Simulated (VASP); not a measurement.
Set up this calculation in VASP 6.6.1, as the native input.

| Item | Value |
| --- | --- |
| Task | single point |
| Functional | PBE |
| Potentials or basis | VASP PAW PBE potentials, release 64 (Cr_pv) |
| Cutoff | 520 eV |
| k mesh | 21 × 21 × 6 |
| Occupations | gaussian, width 0.1 eV |
| Spin | no spin polarisation |
| Dipole correction | no |
| Further INCAR settings | ALGO = Fast; EDIFF = 1e-07; NBANDS = 32 |

The structure of Cr lies in POSCAR:

```
Cr
1.0
    2.4971888357      0.0000000000      0.0000000000
   -1.2485944178      2.1626289697      0.0000000000
    0.0000000000      0.0000000000      8.8119951549
Cr
4
Direct
    0.0000000000      0.0000000000      0.0000000000
    0.0000000000      0.0000000000      0.5000000000
    0.3333333333      0.6666666667      0.7500000000
    0.6666666667      0.3333333333      0.2500000000
```

This isn't the form of Cr at room conditions, which is bcc.

These files were run (other wordings do the same):

INCAR

```
ALGO = Fast ; EDIFF = 1E-7
ENCUT = 520 ; GGA = PE
ISIF = 2 ; ISMEAR = 0
LASPH = T ; LCHARG = T
LELF = T ; LREAL = F
LVHAR = T ; LWAVE = F
NBANDS = 32 ; NELM = 60
PREC = Accurate ; SIGMA = 0.1
```

KPOINTS

```
k-points
0
Gamma
  21 21 6
```

Potentials or basis: VASP PAW PBE potentials, release 64 (Cr_pv).

Run with:

```sh
$ cat potpaw_PBE.64/Cr_pv/POTCAR > POTCAR
$ mpirun -np 1 vasp_std > vasp.out
```

Results of the run:

```json
{"Pressure": "-0.4 GPa", "Band gap on the k mesh": "zero (bands 24 and 25 overlap by 1.26 eV)"}
```

Caveat: the run has no spin polarisation, though such a crystal can be magnetic.

It took 6.3 min on 1 thread of AMD EPYC 9R45 96-Core Processor (Zen 5) (shared host), peak memory 0.29 GiB.
